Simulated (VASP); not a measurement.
# GaN (zincblende type) (F-43m) in VASP: a series of runs, part 2 of 2

VASP 6.6.1. Earlier steps stand in the parts before.

### 3 Relaxation of cell and atoms, PBE, target pressure 91 GPa, at which the enthalpy is minimised

This run uses another cell than the first one, of 8.85 Å³/atom, 1.044 times its volume.

Contents of INCAR:

```
  PREC = Accurate
  ENCUT = 600
  EDIFF = 1E-6
  ISMEAR = -1
  SIGMA = 0.1
  LREAL = False
  LASPH = True
  NELM = 100
  ALGO = Normal
  ISIF = 3
  LWAVE = False
  LCHARG = False
  GGA = PE
  IBRION = 2
  NSW = 32
  EDIFFG = -0.005
  PSTRESS = 910.0
```

Contents of KPOINTS:

```
Automatic mesh
0
Gamma
  17 17 17
```

Contents of POSCAR:

```
GaN
1.0
    0.0000000000      2.0680954922      2.0680954922
    2.0680954922      0.0000000000      2.0680954922
    2.0680954922      2.0680954922      0.0000000000
Ga N
1 1
Direct
    0.0000000000      0.0000000000      0.0000000000
    0.2500000000      0.2500000000      0.2500000000
```

Potentials or basis: VASP PAW PBE potentials, release 64 (Ga_d, N).

Command:

```console
$ cat potpaw_PBE.64/Ga_d/POTCAR potpaw_PBE.64/N/POTCAR > POTCAR
$ mpirun -np 1 vasp_std > vasp.out
```

OUTCAR:

```text
PREC = Accurate
   ENCUT = 600
   EDIFF = 1E-6
   ISMEAR = -1
   LREAL = False
   LASPH = True
   NELM = 100
   ISIF = 3
   GGA = PE
   IBRION = 2
   NSW = 32
   EDIFFG = -0.005
   PSTRESS = 910.0

 ion  position               nearest neighbor table
   1  0.000  0.000  0.000-   2 1.79   2 1.79   2 1.79   2 1.79
   2  0.250  0.250  0.250-   1 1.79   1 1.79   1 1.79   1 1.79

  LATTYP: Found a face centered cubic cell.
 ALAT       =     4.1361909844

  Lattice vectors:

 A1 = (   0.0000000000,   2.0680954922,   2.0680954922)
 A2 = (   2.0680954922,   0.0000000000,   2.0680954922)
 A3 = (   2.0680954922,   2.0680954922,   0.0000000000)

Analysis of symmetry for initial positions (statically):
=====================================================================
 Subroutine PRICEL returns:
 Original cell was already a primitive cell.

 Routine SETGRP: Setting up the symmetry group for a
 face centered cubic supercell.

 Subroutine GETGRP returns: Found 24 space group operations
 (whereof 24 operations were pure point group operations)
 out of a pool of 48 trial point group operations.

The static configuration has the point symmetry T_d .

Analysis of symmetry for dynamics (positions and initial velocities):
=====================================================================
 Subroutine PRICEL returns:
 Original cell was already a primitive cell.

 Routine SETGRP: Setting up the symmetry group for a
 face centered cubic supercell.

 Subroutine GETGRP returns: Found 24 space group operations
 (whereof 24 operations were pure point group operations)
 out of a pool of 48 trial point group operations.

The dynamic configuration has the point symmetry T_d .

 Subroutine INISYM returns: Found 24 space group operations
 (whereof 24 operations are pure point group operations),
 and found     1 'primitive' translations

----------------------------------------------------------------------------------------

                                     Primitive cell

  volume of cell :      17.6906

  direct lattice vectors                    reciprocal lattice vectors
     0.000000000  2.068095492  2.068095492    -0.241768333  0.241768333  0.241768333
     2.068095492  0.000000000  2.068095492     0.241768333 -0.241768333  0.241768333
     2.068095492  2.068095492  0.000000000     0.241768333  0.241768333 -0.241768333

  length of vectors
     2.924728693  2.924728693  2.924728693     0.418755037  0.418755037  0.418755037

  position of ions in fractional coordinates (direct lattice)
     0.000000000  0.000000000  0.000000000
     0.250000000  0.250000000  0.250000000

  ion indices of the primitive-cell ions
   primitive index   ion index
                 1           1
                 2           2

----------------------------------------------------------------------------------------

 KPOINTS: Automatic mesh

Automatic generation of k-mesh.
 Grid dimensions read from file:
 generate k-points for:   17   17   17

 Generating k-lattice:

  Cartesian coordinates                     Fractional coordinates (reciprocal lattice)
    -0.014221667  0.014221667  0.014221667     0.058823529  0.000000000  0.000000000
     0.014221667 -0.014221667  0.014221667     0.000000000  0.058823529  0.000000000
[... 42 lines left out ...]
   total plane-waves  NPLWV =  13824
   dimension x,y,z NGX =    24 NGY =   24 NGZ =   24
   dimension x,y,z NGXF=    48 NGYF=   48 NGZF=   48
   ions per type =               1   1
   NGX,Y,Z   is equivalent  to a cutoff of  13.64, 13.64, 13.64 a.u.
   NGXF,Y,Z  is equivalent  to a cutoff of  27.28, 27.28, 27.28 a.u.
 SYSTEM =  unknown system
   PREC   = accura    normal or accurate (medium, high low for compatibility)
   ISTART =      0    job   : 0-new  1-cont  2-samecut
   ICHARG =      2    charge: 1-file 2-atom 10-const
   ISPIN  =      1    spin polarized calculation?
   LNONCOLLINEAR =      F non collinear calculations
   LSORBIT =      F    spin-orbit coupling
   LASPH  =      T    aspherical Exc in radial PAW
   ENCUT  =  600.0 eV  44.10 Ry    6.64 a.u.   5.84  5.84  5.84*2*pi/ulx,y,z
   NELM   =    100;   NELMIN=  2; NELMDL= -5     # of ELM steps
   EDIFF  = 0.1E-05   stopping-criterion for ELM
   LREAL  =      F    real-space projection
   EDIFFG = -.5E-02   stopping-criterion for IOM
   NSW    =     32    number of steps for IOM
   IBRION =      2    ionic relax: 0-MD 1-quasi-New 2-CG
   NFREE  =      1    steps in history (QN), initial steepest desc. (CG)
   ISIF   =      3    stress and relaxation
   ISYM   =      2    0-nonsym 1-usesym 2-fastsym
   POTIM  = 0.5000    time-step for ionic-motion
   TEBEG  =    0.0;   TEEND  =   0.0 temperature during run
   PSTRESS=  910.0 pullay stress
   NELECT =      18.0000    total number of electrons
   NUPDOWN=      -1.0000    fix difference up-down
   EMIN   =  10.00;   EMAX   =-10.00  energy-range for DOS
   EFERMI =   0.00;   METHOD = LEGACY
   ISMEAR =    -1;   SIGMA  =   0.10  broadening in eV -4-tet -1-fermi 0-gaus
   EFERMI_NEDOS =   21; number of points for ismear=-14 and -15
   IALGO  =     38    algorithm
   IMIX   =      4    mixing-type and parameters
     AMIX     =   0.40;   BMIX     =  1.00
     AMIX_MAG =   1.60;   BMIX_MAG =  1.00
  volume/ion in A,a.u.               =       8.85        59.69
  Fermi-wavevector in a.u.,A,eV,Ry     =   1.646589  3.111601 36.888846  2.711254
  Thomas-Fermi vector in A             =   2.736191
   LORBIT       =      0    0 simple, 1 ext, 2 COOP (PROOUT), +10 PAW based schemes
   GGA     = PE    functional components
   LHFCALC =     F    Hartree Fock is set to
   AEXX    =    0.0000 exact exchange contribution
   IVDW    =     0    specifies the selected vdW correction
   LEPSILON=     F    determine dielectric tensor
   LRPA    =     F    only Hartree local field effects (RPA)
 conjugate gradient relaxation of ions
 non-spin polarized calculation
  energy-cutoff  :      600.00
  volume of cell :       17.69
 maximum number of plane-waves:       609
   NGX = 11   NGY = 11   NGZ = 11

--------------------------------------- Ionic step        1  -------------------------------------------

 number of electron      17.9999993 magnetization

 Free energy of the ion-electron system (eV)
  ---------------------------------------------------
  ext. energy  EPLUGINS =         0.00000000
  ---------------------------------------------------
  free energy    TOTEN  =       -10.87116679 eV

  energy without entropy =      -10.87116678  energy(sigma->0) =      -10.87116679

------------------------ aborting loop because EDIFF is reached ----------------------------------------

  FORCE on cell =-STRESS in cart. coord.  units (eV):
  Direction    XX          YY          ZZ          XY          YZ          ZX
  --------------------------------------------------------------------------------------
  -------------------------------------------------------------------------------------
  Total        9.9461800      9.9461800      9.9461800     -0.0000000      0.0000000     -0.0000000
  in kB      900.7932784    900.7932784    900.7932784     -0.0000000      0.0000000     -0.0000000
  external PRESSURE =      -9.2067216 kB  Pullay stress =     910.0000000 kB
[... 63 lines left out ...]
--------------------------------------- Ionic step        3  -------------------------------------------

 number of electron      17.9999993 magnetization

 Free energy of the ion-electron system (eV)
  ---------------------------------------------------
  ext. energy  EPLUGINS =         0.00000000
  ---------------------------------------------------
  free energy    TOTEN  =       -10.85211593 eV

  energy without entropy =      -10.85211593  energy(sigma->0) =      -10.85211593

 E-fermi :  10.3161     XC(G=0): -13.1293

 val. band max:        8.5655548293   @ k =   0.0000   0.0000   0.0000
 cond. band min:      11.9396306413   @ k =   0.0000   0.0000   0.0000
 fundamental gap:      3.3740758120
 Fermi energy:        10.3161470648

 k-point     1 :       0.0000    0.0000    0.0000
  band No.  band energies     occupation
      1      -9.9846      2.00000
      2      -5.4502      2.00000
      3      -5.4502      2.00000
      4      -5.4502      2.00000
      5      -4.7582      2.00000
      6      -4.7582      2.00000
      7       8.5656      2.00000
      8       8.5656      2.00000
      9       8.5656      2.00000
     10      11.9396      0.00000
     11      20.5234      0.00000
     12      20.5234      0.00000
     13      20.5234      0.00000
[... 354 lines left out ...]
  band No.  band energies     occupation
      1      -9.6270      2.00000
      2      -5.4091      2.00000
      3      -5.3985      2.00000
      4      -5.3730      2.00000
      5      -4.7787      2.00000
      6      -4.7489      2.00000
      7       6.6824      2.00000
      8       7.9325      2.00000
      9       8.3981      2.00000
     10      13.2436      0.00000
     11      19.6111      0.00000
     12      20.8418      0.00000
     13      20.9424      0.00000

 [... further k-points ...]
[... 5 lines left out ...]
  --------------------------------------------------------------------------------------
  -------------------------------------------------------------------------------------
  Total       10.0199637     10.0199637     10.0199637      0.0000000      0.0000000      0.0000000
  in kB      909.2078718    909.2078718    909.2078718      0.0000000      0.0000000      0.0000000
  external PRESSURE =      -0.7921282 kB  Pullay stress =     910.0000000 kB
[... 21 lines left out ...]
  energy  without entropy=      -10.8521159320  energy(sigma->0) =      -10.85211593

  enthalpy is  TOTEN    =        -0.8234225248 eV   P V=       10.0286934085

 reached required accuracy - stopping structural energy minimisation
```

It took 46 s on 1 thread of Intel Xeon Platinum 8375C at 2.90GHz (Ice Lake), shared host; peak memory 0.18 GiB.

What came out:

```yaml
Free_energy: -10.8521 eV
Relaxed_volume: 8.83 Å³/atom
Relaxed_cell: a = 2.923 Å, b = 2.923 Å, c = 2.923 Å, α = 60.00°, β = 60.00°, γ = 60.00°
Space_group_after_relaxing_to_0.05_Å: F-43m (No. 216)
Energy_change_on_relaxing_the_enthalpy_is_what_falls: +9.5 meV/atom
Ionic_steps: 3
Pressure_after_relaxing: 90.9 GPa
Band_gap_on_the_k_mesh: 3.37 eV, direct
```

The path:
```tsv
step	energy change (eV)	largest force (eV/Å)	pressure (GPa)	volume (Å³)
1	0.0000	0.0000	90.08	17.69
2	0.0745	0.0000	94.01	17.56
3	0.0191	0.0000	90.92	17.66
```

Final structure:
```yaml
crystal:
  lattice:
    - [0.00000, 2.06678, 2.06678]
    - [2.06678, 0.00000, 2.06678]
    - [2.06678, 2.06678, 0.00000]
  atoms:
    - { symbol: Ga, position: [0.00000, 0.00000, 0.00000] }
    - { symbol: N, position: [0.25000, 0.25000, 0.25000] }
```

Caveat: the cell is relaxed towards a set pressure, so the enthalpy falls and the energy may rise.

### 4 Single point, PBE

This run uses another cell than the first one, of 8.85 Å³/atom, 1.044 times its volume.

Contents of INCAR:

```
PREC = Accurate ; ENCUT = 520
EDIFF = 1E-6 ; ISMEAR = -1
SIGMA = 0.1 ; LREAL = False
LASPH = True ; NELM = 100
ALGO = Normal ; ISIF = 2
LWAVE = False ; LCHARG = False
GGA = PE ; NBANDS = 16
```

KPOINTS is that of step 3.

POSCAR is that of step 3.

Potentials or basis: VASP PAW PBE potentials, release 64 (Ga_d, N).

Command:

```console
$ cat potpaw_PBE.64/Ga_d/POTCAR potpaw_PBE.64/N/POTCAR > POTCAR
$ mpirun -np 1 vasp_std > vasp.out
```

OUTCAR:

```text
PREC = Accurate
   ENCUT = 520
   EDIFF = 1E-6
   ISMEAR = -1
   LREAL = False
   LASPH = True
   NELM = 100
   ISIF = 2
   GGA = PE

 ion  position               nearest neighbor table
   1  0.000  0.000  0.000-   2 1.79   2 1.79   2 1.79   2 1.79
   2  0.250  0.250  0.250-   1 1.79   1 1.79   1 1.79   1 1.79

  LATTYP: Found a face centered cubic cell.
 ALAT       =     4.1361909844

  Lattice vectors:

 A1 = (   0.0000000000,   2.0680954922,   2.0680954922)
 A2 = (   2.0680954922,   0.0000000000,   2.0680954922)
 A3 = (   2.0680954922,   2.0680954922,   0.0000000000)
[... 624 lines left out ...]
      4      -5.3929      2.00000
      5      -4.8021      2.00000
      6      -4.7724      2.00000
[... 8 lines left out ...]
     15      27.0358      0.00000
     16      29.3940      0.00000

 [... further k-points ...]
[... 5 lines left out ...]
  --------------------------------------------------------------------------------------
  -------------------------------------------------------------------------------------
  Total        9.9567539      9.9567539      9.9567539      0.0000000      0.0000000     -0.0000000
  in kB      901.7509222    901.7509222    901.7509222      0.0000000      0.0000000     -0.0000000
  external PRESSURE =     901.7509222 kB  Pullay stress =       0.0000000 kB

 VOLUME and BASIS-vectors are now :
 -----------------------------------------------------------------------------
  energy-cutoff  :      520.00
  volume of cell :       17.69
      direct lattice vectors                 reciprocal lattice vectors
     0.000000000  2.068095492  2.068095492    -0.241768333  0.241768333  0.241768333
     2.068095492  0.000000000  2.068095492     0.241768333 -0.241768333  0.241768333
     2.068095492  2.068095492  0.000000000     0.241768333  0.241768333 -0.241768333

 POSITION                                       TOTAL-FORCE (eV/Angst)
 -----------------------------------------------------------------------------------
      0.00000      0.00000      0.00000         0.000000      0.000000      0.000000
      1.03405      1.03405      1.03405        -0.000000     -0.000000     -0.000000
 -----------------------------------------------------------------------------------
    total drift:                                0.000001      0.000001      0.000002

  FREE ENERGIE OF THE ION-ELECTRON SYSTEM (eV)
  ---------------------------------------------------
  free  energy   TOTEN  =       -10.8693830399 eV

  energy  without entropy=      -10.8693830386  energy(sigma->0) =      -10.86938304
```

stdout:

```text
POSCAR found type information on POSCAR GaN
 POSCAR found :  2 types and       2 ions
 scaLAPACK will be used
 LDA part: xc-table for (Slater+PW92), standard interpolation
 POSCAR, INCAR and KPOINTS ok, starting setup
 FFT: planning ... GRIDC
 FFT: planning ... GRID_SOFT
 FFT: planning ... GRID
 WAVECAR not read
 entering main loop
```

It took 25 s on 1 thread of Intel Xeon Platinum 8559C (Emerald Rapids), shared host; peak memory 0.17 GiB.

What came out:

```
Free energy            : -10.8694 eV
Pressure               : 90.2 GPa
Band gap on the k mesh : 3.36 eV, direct
```

Levels at points of the mesh, in eV from the valence-band top:
```csv
k point,band 7,band 8,band 9,band 10,band 11,band 12
"(0.00, 0.00, 0.00)",0.00,0.00,0.00,3.36,11.95,11.95
```

A k mesh can miss the band edges.

### 5 Single point, PBE

This run uses another cell than the first one, of 8.84 Å³/atom, 1.043 times its volume.

Contents of INCAR:

```
ALGO = Normal ; EDIFF = 1E-6
ENCUT = 520 ; GGA = PE
ISIF = 2 ; ISMEAR = -1
LASPH = T ; LCHARG = F
LREAL = F ; LWAVE = F
NBANDS = 16 ; NELM = 80
PREC = Accurate ; SIGMA = 0.1
```

Contents of KPOINTS:

```
k-points
0
Gamma
  17 17 17
```

Contents of POSCAR:

```
GaN
1.0
    0.0000000000      2.0677457682      2.0677457682
    2.0677457682      0.0000000000      2.0677457682
    2.0677457682      2.0677457682      0.0000000000
Ga N
1 1
Direct
    0.0000000000      0.0000000000      0.0000000000
    0.2500000000      0.2500000000      0.2500000000
```

Command:

```console
$ cat potpaw_PBE.64/Ga_d/POTCAR potpaw_PBE.64/N/POTCAR > POTCAR
$ mpirun -np 1 vasp_std > vasp.out
```

Wall time 20 s (1 thread of Intel Xeon Platinum 8559C (Emerald Rapids), shared host); peak memory 0.17 GiB.

Results (log left out):

* Free energy: -10.8643 eV
* Pressure: 90.4 GPa
* Band gap on the k mesh: 3.37 eV, direct

Levels at points of the mesh, in eV from the valence-band top:
```
           k point  band 7  band 8  band 9  band 10  band 11  band 12
(0.00, 0.00, 0.00)    0.00    0.00    0.00     3.37    11.95    11.95
```

A k mesh can miss the band edges. As with any semilocal functional, this PBE gap is likely too small.

### 6 Overview

| task | cell | cutoff (eV) | gap on the mesh (eV) | pressure (GPa) |
| --- | --- | --- | --- | --- |
| relaxation of cell and atoms | relaxed to 91 GPa from a = 2.883 Å, angles 60.0°, 2 atoms | 600 | 3.37 | 91.0 |
| relaxation of cell and atoms | relaxed to 91 GPa from a = 2.925 Å, angles 60.0°, 2 atoms | 600 | 3.37 | 90.9 |
| single point | a = 2.925 Å, angles 60.0°, 2 atoms | 520 | 3.36 | 90.2 |
| single point | a = 2.924 Å, angles 60.0°, 2 atoms | 520 | 3.37 | 90.4 |

Alike in all rows: level PBE; potentials or basis VASP PAW PBE potentials, release 64 (Ga_d, N); no spin polarisation; k mesh 17 × 17 × 17; smearing fermi-dirac 0.1 eV.

Caveats: the cell is relaxed towards a set pressure, so the enthalpy falls and the energy may rise (some runs).

Total energies depend on the potentials used, so only differences within one code and one set of settings carry meaning.
